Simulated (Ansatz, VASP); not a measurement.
Zn in VASP and in Ansatz

```
Zn
1.0
     0.00000    1.96478    1.96478
     1.96478    0.00000    1.96478
     1.96478    1.96478    0.00000
Zn
1
Cartesian
  0.0000 0.0000 0.0000
```

Alike in both runs: task single point; functional PBE; k mesh 5 × 5 × 5; occupations fermi-dirac, width 0.04 eV; no spin polarisation.

```csv
,VASP,Ansatz
version,VASP 6.6.1,Ansatz 0.2.0
potentials or method,"VASP PAW PBE potentials, release 64 (Zn), cutoff 520 eV","all-electron LAPW, scalar-relativistic"
```

```tsv
	VASP	Ansatz	Ansatz less VASP
gap on the k mesh at the Fermi level (eV)	none	none	-
pressure (GPa)	1.5	1.2	-0.29
```

A gap of «none» marks a metal or a gap that the smearing closes. Ansatz ran all-electron here, and VASP with PAW potentials.

The k mesh is coarse, so the values compare programs but aren't converged.
